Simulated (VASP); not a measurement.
Input of a VASP 6.6.1 run:

INCAR

```
PREC = Accurate ; ENCUT = 500
EDIFF = 1E-6 ; ISMEAR = 0
SIGMA = 0.05 ; LREAL = False
LASPH = True ; NELM = 120
ALGO = Normal ; ISIF = 2
LWAVE = False ; LCHARG = True
GGA = PE ; LELF = True
LVHAR = True ; NBANDS = 13
GGA_COMPAT = False
```

File KPOINTS:

```
Automatic mesh
0
Gamma
  8 8 8
```

Contents of POSCAR:

```
Pb
1.0
    0.0000000000      2.4894217782      2.4894217782
    2.4894217782      0.0000000000      2.4894217782
    2.4894217782      2.4894217782      0.0000000000
Pb
1
Direct
    0.0000000000      0.0000000000      0.0000000000
```

Potentials or basis: VASP PAW PBE potentials, release 64 (Pb_d).

Command:

```bash
$ cat potpaw_PBE.64/Pb_d/POTCAR > POTCAR
$ mpirun -np 1 vasp_std > vasp.out
```

**Question.** Estimate the pressure.

**Answer.** 1.7 GPa.

**Question.** Estimate the band gap on the k mesh.

**Answer.** Zero (band 7 reaches 14.37 eV, above the bottom of band 8 at 5.75 eV).

Caveat: spin-orbit coupling is left out, which moves the levels of the heavy elements.
